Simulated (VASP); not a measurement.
BeTe:

```
CELL_PARAMETERS angstrom
0.00000 2.82862 2.82862
2.82862 0.00000 2.82862
2.82862 2.82862 0.00000
ATOMIC_POSITIONS crystal
Be 0.00000 0.00000 0.00000
Te 0.25000 0.25000 0.25000
```

Base run:

* Program: VASP 6.6.1
* Functional: HSE06
* Potentials or basis: VASP PAW PBE potentials, release 64 (Be, Te)
* Cutoff: 520 eV
* k mesh: 6 × 6 × 6
* Occupations: gaussian, width 0.01 eV
* Spin: no spin polarisation

Its results: band gap on the k mesh 2.67 eV (least direct gap 4.48 eV); pressure -0.9 GPa.

The run is repeated on the same cell with these changes: functional from HSE06 to PBE0. What comes out?

Band gap on the k mesh 3.34 eV (least direct gap 5.17 eV); pressure -1.0 GPa.

Caveats: the PAW data sets were made with another functional, which shifts forces and pressure a little; spin-orbit coupling is left out, which moves the levels of the heavy elements.

A k mesh can miss the band edges.
